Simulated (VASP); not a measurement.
Sc:

```
Sc
1.0
     0.00000    3.13859    3.13859
     3.13859    0.00000    3.13859
     3.13859    3.13859    0.00000
Sc
2
Direct
  0.87500 0.87500 0.87500
  0.12500 0.12500 0.12500
```

This isn't the form of Sc at room conditions, which is hcp.

```yaml
Program: VASP 6.6.1
Task: relaxation of cell and atoms
Functional: PBE
Potentials_or_basis: VASP PAW PBE potentials, release 64 (Sc_sv)
Cutoff: 600 eV
k_mesh: 12 × 12 × 12
Occupations: fermi-dirac, width 0.08 eV
Spin: no spin polarisation
```

At the start: pressure 1.5 GPa; volume 30.92 Å³/atom.

Task: How do energy, volume and symmetry change on relaxing?

Result: Over 3 steps the energy falls by 16.6 meV/atom and the volume is 35.09 Å³/atom (+13.5 %); space group Fd-3m (No. 227, to 0.1 Å) before and after.

The path:
| step | energy change (eV) | largest force (eV/Å) | pressure (GPa) | volume (Å³) |
| --- | --- | --- | --- | --- |
| 1 | 0.0000 | 0.0000 | 1.51 | 61.84 |
| 2 | -0.0196 | 0.0000 | 0.86 | 64.49 |
| 3 | -0.0332 | 0.0000 | 0.00 | 70.18 |

Final structure:
```
Sc
1.0
     0.00000    3.27385    3.27385
     3.27385    0.00000    3.27385
     3.27385    3.27385    0.00000
Sc
2
Direct
  0.87500 0.87500 0.87500
  0.12500 0.12500 0.12500
```
